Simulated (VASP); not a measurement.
A run of VASP 6.6.1 is set up as follows.

The input INCAR:

```
ALGO = Normal
EDIFF = 1E-6
ENCUT = 520
GGA = PE
ISIF = 2
ISMEAR = -1
LASPH = True
LCHARG = True
LELF = True
LREAL = False
LVHAR = True
LWAVE = False
NBANDS = 13
NELM = 80
PREC = Accurate
SIGMA = 0.05
```

Contents of KPOINTS:

```
k-points
0
Gamma
  19 19 18
```

POSCAR

```
Ge
1.0
    2.2936883001      0.0000000000      0.0000000000
   -1.1468441500      1.9863923362      0.0000000000
    0.0000000000      0.0000000000      2.1463918865
Ge
1
Direct
    0.0000000000      0.0000000000      0.0000000000
```

Potentials or basis: VASP PAW PBE potentials, release 64 (Ge_d).

Run with:

```sh
$ cat potpaw_PBE.64/Ge_d/POTCAR > POTCAR
$ mpirun -np 1 vasp_std > vasp.out
```

Problem. Predict the band gap on the k mesh.

Solution. Zero (band 7 reaches 27.63 eV, above the bottom of band 8 at 9.96 eV).

Problem. Estimate the pressure.

Solution. 221.1 GPa.

Stress tensor (GPa, compression positive):
```
221.10   0.00   0.00
  0.00 221.10   0.00
  0.00   0.00 221.02
```
